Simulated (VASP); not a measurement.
Runs of VASP 6.6.1 on C. The cell holds a slab with vacuum, 4 atoms: a = 2.456 Å, b = 2.456 Å, c = 24.134 Å, α = 90.00°, β = 90.00°, γ = 120.00°. 

```tsv
k mesh	gap on the mesh (eV)	largest force (eV/Å)
4 × 4 × 1	4.03	0.03
5 × 5 × 1	(b)	0.01
6 × 6 × 1	none	(a)
9 × 9 × 1	none	0.02
7 × 7 × 1	2.78	0.02
```

Alike in all rows: task single point; level r2SCAN; potentials or basis VASP PAW PBE potentials, release 64 (C); no spin polarisation; cell as given; cutoff (eV) 520; smearing methfessel-paxton 0.1 eV.

Question: Fill in the values left out.

Answer: (a) 0.04; (b) 2.84.

Caveats: some runs use coarse meshes; the PAW data sets were made with another functional, which shifts forces and pressure a little.

A k mesh can miss the band edges.

A gap of «none» marks levels without a gap at the run's occupations.
